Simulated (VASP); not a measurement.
# BaTiO3 (R3m) in VASP: a series of runs, part 2 of 2

VASP 6.6.1. The steps go on from the part before.

## (4) Single point, PBE (volume scaled by 1.04, then relaxed in part)

INCAR reads:

```
  ALGO = Normal
  EDIFF = 1E-7
  ENCUT = 520
  GGA = PE
  ISIF = 2
  ISMEAR = -1
  LASPH = T
  LCHARG = T
  LELF = T
  LREAL = F
  LVHAR = T
  LWAVE = F
  NBANDS = 28
  NELM = 100
  PREC = Accurate
  SIGMA = 0.02
```

KPOINTS reads:

```
k-points
0
Gamma
  8 8 8
```

POSCAR reads:

```
BaTiO3
1.0
    2.8648775342      1.6540378156      2.3482319842
   -2.8648775342      1.6540378156      2.3482319842
    0.0000000000     -3.3080756311      2.3482319842
Ba Ti O
1 1 3
Direct
   -0.0045713476     -0.0045713476     -0.0045713476
    0.4812449094      0.4812449094      0.4812449094
    0.5113403951      0.5113403951      0.0219456479
    0.0219456479      0.5113403951      0.5113403951
    0.5113403951      0.0219456479      0.5113403951
```

Launch:

```sh
$ cat potpaw_PBE.64/Ba_sv/POTCAR potpaw_PBE.64/Ti_sv/POTCAR potpaw_PBE.64/O/POTCAR > POTCAR
$ mpirun -np 1 vasp_std > vasp.out
```

Wall time 71 s (1 thread of Intel Xeon Platinum 8488C (Sapphire Rapids), shared host); peak memory 0.25 GiB.

Results (log left out):

| Quantity | Value |
| --- | --- |
| Free energy | -40.0534 eV |
| Pressure | 1.7 GPa |
| Largest force | 0.083 eV/Å |
| Band gap on the k mesh | 2.56 eV, indirect (least direct gap 3.06 eV) |

Forces in eV/Å, atoms in the order of the input:
```
Ba   0.000  0.000  0.040
Ti   0.000  0.000  0.083
O    0.000  0.030 -0.041
O   -0.026 -0.015 -0.041
O    0.026 -0.015 -0.041
```

Stress tensor (GPa, compression positive):
```
1.51 0.00 0.00
0.00 1.51 0.00
0.00 0.00 2.18
```

Levels at points of the mesh, in eV from the valence-band top:
```tsv
k point	band 18	band 19	band 20	band 21	band 22	band 23
(0.00, 0.00, 0.00)	-0.67	-0.54	-0.54	2.56	2.56	2.72
(0.50, 0.00, 0.00)	-1.53	-1.04	-0.89	2.71	3.71	3.86
(0.50, 0.50, 0.00)	-0.91	-0.85	-0.09	3.80	3.82	4.12
(0.50, 0.50, 0.50)	-0.04	-0.04	0.00	4.15	4.38	4.38
```

Caveat: spin-orbit coupling is left out, which moves the levels of the heavy elements. A k mesh can miss the band edges.

## (5) Single point, PBE (volume scaled by 1.06, then relaxed in part)

INCAR reads:

```
  PREC = Accurate
  ENCUT = 520
  EDIFF = 1E-7
  ISMEAR = -1
  SIGMA = 0.02
  LREAL = F
  LASPH = T
  NELM = 80
  ALGO = Normal
  ISIF = 2
  LWAVE = F
  LCHARG = F
  GGA = PE
  NBANDS = 28
```

KPOINTS reads:

```
Automatic mesh
0
Gamma
  8 8 8
```

POSCAR reads:

```
BaTiO3
1.0
    2.8831256538      1.6645733723      2.3631892791
   -2.8831256538      1.6645733723      2.3631892791
    0.0000000000     -3.3291467446      2.3631892791
Ba Ti O
1 1 3
Direct
   -0.0058409910     -0.0058409910     -0.0058409910
    0.4790600714      0.4790600714      0.4790600714
    0.5118193499      0.5118193499      0.0244422198
    0.0244422198      0.5118193499      0.5118193499
    0.5118193499      0.0244422198      0.5118193499
```

Potentials or basis: VASP PAW PBE potentials, release 64 (Ba_sv, Ti_sv, O).

Launch:

```sh
$ cat potpaw_PBE.64/Ba_sv/POTCAR potpaw_PBE.64/Ti_sv/POTCAR potpaw_PBE.64/O/POTCAR > POTCAR
$ mpirun -np 1 vasp_std > vasp.out
```

OUTCAR:

```text
PREC = Accurate
   ENCUT = 520
   EDIFF = 1E-7
   ISMEAR = -1
   LREAL = F
   LASPH = T
   NELM = 80
   ISIF = 2
   GGA = PE

 ion  position               nearest neighbor table
   1  0.994  0.994  0.994-   3 2.79   4 2.79   5 2.79   4 2.89   5 2.89   5 2.89   4 2.89   3 2.89
                             3 2.89   3 3.00   4 3.00   5 3.00   2 3.44   2 3.50   2 3.50   2 3.50
   2  0.479  0.479  0.479-   3 1.86   4 1.86   5 1.86   3 2.24   4 2.24   5 2.24   1 3.44   1 3.50
                             1 3.50   1 3.50   1 3.57   1 3.57   1 3.57   1 3.65
   3  0.512  0.512  0.024-   2 1.86   2 2.24   1 2.79   1 2.89   1 2.89   1 3.00
   4  0.024  0.512  0.512-   2 1.86   2 2.24   1 2.79   1 2.89   1 2.89   1 3.00
   5  0.512  0.024  0.512-   2 1.86   2 2.24   1 2.79   1 2.89   1 2.89   1 3.00

  LATTYP: Found a trigonal (rhomboedric) cell.
 ALAT       =     4.0826317023
 COS(alpha) =     0.0025830844

  Lattice vectors:

 A1 = (   2.8831256538,   1.6645733723,   2.3631892791)
 A2 = (  -2.8831256538,   1.6645733723,   2.3631892791)
 A3 = (   0.0000000000,  -3.3291467446,   2.3631892791)

Analysis of symmetry for initial positions (statically):
=====================================================================
[... 173 lines left out ...]
  free energy    TOTEN  =       -40.05766325 eV

  energy without entropy =      -40.05766325  energy(sigma->0) =      -40.05766325

 E-fermi :   3.6973     XC(G=0): -10.9149

 val. band max:        3.3000869468   @ k =   0.5000   0.5000   0.5000
 cond. band min:       5.9550237592   @ k =   0.1250   0.0000  -0.0000
 fundamental gap:      2.6549368124
 Fermi energy:         3.6972722377

 k-point     1 :       0.0000    0.0000    0.0000
  band No.  band energies     occupation
      1     -52.9835      2.00000
      2     -29.2452      2.00000
      3     -29.2366      2.00000
      4     -29.2366      2.00000
      5     -21.6491      2.00000
      6     -13.3618      2.00000
[... 733 lines left out ...]
     27      10.6119      0.00000
     28      11.6936      0.00000

 [... further k-points ...]
[... 5 lines left out ...]
  --------------------------------------------------------------------------------------
  -------------------------------------------------------------------------------------
  Total       -0.1886222     -0.1886222      0.2416863      0.0000000      0.0000000      0.0000000
  in kB       -4.4410650     -4.4410650      5.6904459      0.0000000      0.0000000      0.0000000
  external PRESSURE =      -1.0638947 kB  Pullay stress =       0.0000000 kB

 VOLUME and BASIS-vectors are now :
 -----------------------------------------------------------------------------
  energy-cutoff  :      520.00
  volume of cell :       68.05
      direct lattice vectors                 reciprocal lattice vectors
     2.883125654  1.664573372  2.363189279     0.173422896  0.100125756  0.141052321
    -2.883125654  1.664573372  2.363189279    -0.173422896  0.100125756  0.141052321
     0.000000000 -3.329146745  2.363189279     0.000000000 -0.200251511  0.141052321

 POSITION                                       TOTAL-FORCE (eV/Angst)
 -----------------------------------------------------------------------------------
      0.00000      0.00000      7.04816         0.000000      0.000000      0.038057
      0.00000      0.00000      3.39633         0.000000      0.000000      0.095956
      0.00000      1.62255      2.47681         0.000000      0.033586     -0.044671
     -1.40517     -0.81127      2.47681        -0.029087     -0.016793     -0.044671
      1.40517     -0.81127      2.47681         0.029087     -0.016793     -0.044671
 -----------------------------------------------------------------------------------
    total drift:                               -0.000000      0.000008      0.000870

  FREE ENERGIE OF THE ION-ELECTRON SYSTEM (eV)
  ---------------------------------------------------
  free  energy   TOTEN  =       -40.0576632522 eV

  energy  without entropy=      -40.0576632521  energy(sigma->0) =      -40.05766325
```

OSZICAR:

```text
N       E                     dE             d eps       ncg     rms          rms(c)
DAV:   1     0.434378587135E+03    0.43438E+03   -0.20812E+04  3640   0.154E+03
DAV:   2    -0.351045903630E+01   -0.43789E+03   -0.41703E+03  4188   0.423E+02
DAV:   3    -0.482969002571E+02   -0.44786E+02   -0.44393E+02  5032   0.135E+02
DAV:   4    -0.505400716637E+02   -0.22432E+01   -0.22382E+01  5592   0.255E+01
DAV:   5    -0.506032073103E+02   -0.63136E-01   -0.63124E-01  4828   0.343E+00    0.234E+01
DAV:   6    -0.403841970708E+02    0.10219E+02   -0.57660E+01  5656   0.678E+01    0.106E+01
DAV:   7    -0.402936632997E+02    0.90534E-01   -0.13397E+01  5040   0.272E+01    0.728E+00
DAV:   8    -0.400716080349E+02    0.22206E+00   -0.60700E-01  4412   0.721E+00    0.395E+00
DAV:   9    -0.400965048641E+02   -0.24897E-01   -0.52538E-01  5488   0.666E+00    0.190E+00
DAV:  10    -0.400620513799E+02    0.34453E-01   -0.20442E-01  4468   0.434E+00    0.580E-01
DAV:  11    -0.400582382617E+02    0.38131E-02   -0.25969E-02  4548   0.956E-01    0.250E-01
DAV:  12    -0.400578950996E+02    0.34316E-03   -0.57789E-03  5128   0.664E-01    0.133E-01
DAV:  13    -0.400576510460E+02    0.24405E-03   -0.98564E-04  4704   0.317E-01    0.103E-02
DAV:  14    -0.400576632391E+02   -0.12193E-04   -0.56189E-05  5240   0.501E-02    0.735E-03
DAV:  15    -0.400576638626E+02   -0.62352E-06   -0.75210E-06  5028   0.224E-02    0.614E-03
DAV:  16    -0.400576632132E+02    0.64940E-06   -0.20293E-06  4536   0.146E-02    0.802E-04
DAV:  17    -0.400576632522E+02   -0.38945E-07   -0.84679E-08  3340   0.216E-03
   1 F= -.40057663E+02 E0= -.40057663E+02  d E =-.116961E-10
```

stdout:

```text
POSCAR found type information on POSCAR BaTiO
 POSCAR found :  3 types and       5 ions
 scaLAPACK will be used
 LDA part: xc-table for (Slater+PW92), standard interpolation
 POSCAR, INCAR and KPOINTS ok, starting setup
 FFT: planning ... GRIDC
 FFT: planning ... GRID_SOFT
 FFT: planning ... GRID
 WAVECAR not read
 entering main loop
```

It took 72 s on 1 thread of Intel Xeon Platinum 8488C (Sapphire Rapids), shared host; peak memory 0.25 GiB.

Results:

```yaml
Free_energy: -40.0577 eV
Pressure: -0.1 GPa
Largest_force: 0.096 eV/Å
Band_gap_on_the_k_mesh: 2.65 eV, indirect (least direct gap 3.16 eV)
```

Forces on the atoms (eV/Å):
```
Ba   0.000  0.000  0.038
Ti   0.000  0.000  0.096
O    0.000  0.034 -0.045
O   -0.029 -0.017 -0.045
O    0.029 -0.017 -0.045
```

Caveat: spin-orbit coupling is left out, which moves the levels of the heavy elements.

## (6) The runs side by side

| cell | gap on the mesh (eV) | pressure (GPa) | largest force (eV/Å) |
| --- | --- | --- | --- |
| a = 4.031 Å, angles 89.1°, 5 atoms | 2.50 | 4.2 | 0.08 |
| a = 4.045 Å, angles 88.7°, 5 atoms | 2.58 | 3.3 | 0.09 |
| a = 4.057 Å, angles 89.9°, 5 atoms | 2.56 | 1.7 | 0.08 |
| a = 4.083 Å, angles 89.9°, 5 atoms | 2.65 | -0.1 | 0.10 |

Alike in all rows: task single point; level PBE; potentials or basis VASP PAW PBE potentials, release 64 (Ba_sv, Ti_sv, O); no spin polarisation; k mesh 8 × 8 × 8; cutoff (eV) 520; smearing fermi-dirac 0.02 eV.

Caveats: spin-orbit coupling is left out, which moves the levels of the heavy elements.

Absolute energies hang on the potentials; compare differences alone.
